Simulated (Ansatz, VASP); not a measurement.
One calculation of C, two programs

INCAR

```
ALGO     = Normal         # electronic algorithm
EDIFF    = 1E-7           # SCF threshold, eV
EDIFFG   = -0.01          # ionic threshold
ENCUT    = 600            # plane-wave cutoff, eV
GGA      = PS             # functional
IBRION   = 2              # ionic algorithm
ISIF     = 3              # what is computed and relaxed
ISMEAR   = 0              # smearing method
LASPH    = T              # aspherical terms in the spheres
LCHARG   = F              # write CHGCAR
LREAL    = F              # projectors in reciprocal space
LWAVE    = F              # write WAVECAR
NELM     = 100            # most SCF steps
NSW      = 100            # ionic steps
PREC     = Accurate       # precision mode
SIGMA    = 0.01           # smearing width, eV
```

The input KPOINTS:

```
k-points
0
Gamma
  18 18 18
```

Contents of POSCAR:

```
C
1.0
    0.0000000000      2.1305316416      3.6544366016
    1.2292845210      0.0000000000      3.6544366016
    1.2292845210      2.1305316416      0.0000000000
C
2
Direct
    0.1667713094      0.8332286906      0.1667713094
    0.8332286906      0.1667713094      0.8332286906
```

Input for Ansatz:

```yaml
crystal:
  lattice:
    - [0.0, 2.1305316416, 3.6544366016]
    - [1.229284521, 0.0, 3.6544366016]
    - [1.229284521, 2.1305316416, 0.0]
  atoms:
    - { symbol: C, position: [0.1667713094, 0.8332286906, 0.1667713094] }
    - { symbol: C, position: [0.8332286906, 0.1667713094, 0.8332286906] }
basis:
  ecutwfc: 420
kpoints:
  mp_grid: { grid: [18, 18, 18] }
hamiltonian:
  xc: pbesol
scf:
  occupations: { method: gaussian, width: 0.01 }
output:
  forces: true
  stress: true
  eigenvalues: true
relax:
  adjacent_minimum: "off"
  f_tol: 0.01
  max_steps: 80
  cell: { stress_tol: 0.05 }
```

Alike in both runs: task relaxation of cell and atoms; functional PBEsol; k mesh 18 × 18 × 18; occupations gaussian, width 0.01 eV; no spin polarisation.

```csv
,VASP,Ansatz
version,VASP 6.6.1,Ansatz 0.2.0
potentials or method,"VASP PAW PBE potentials, release 64 (C), cutoff 600 eV","scalar-relativistic, plane waves, PAW"
valence electrons in the cell,8,8
```

Ansatz gave:

```
gap on the k mesh at the Fermi level, each at its own relaxed structure (eV) : 0.05
relaxed volume (Å³/atom)                                                     : 9.60
relaxed cell length with the largest relative difference (Å)                 : 3.866
```

Question: Estimate VASP's values.

Answer: gap on the k mesh at the Fermi level, each at its own relaxed structure (eV): 0.05; relaxed volume (Å³/atom): 9.35; relaxed cell length with the largest relative difference (Å): 3.776.

VASP's potentials were made for PBE, not for PBEsol.
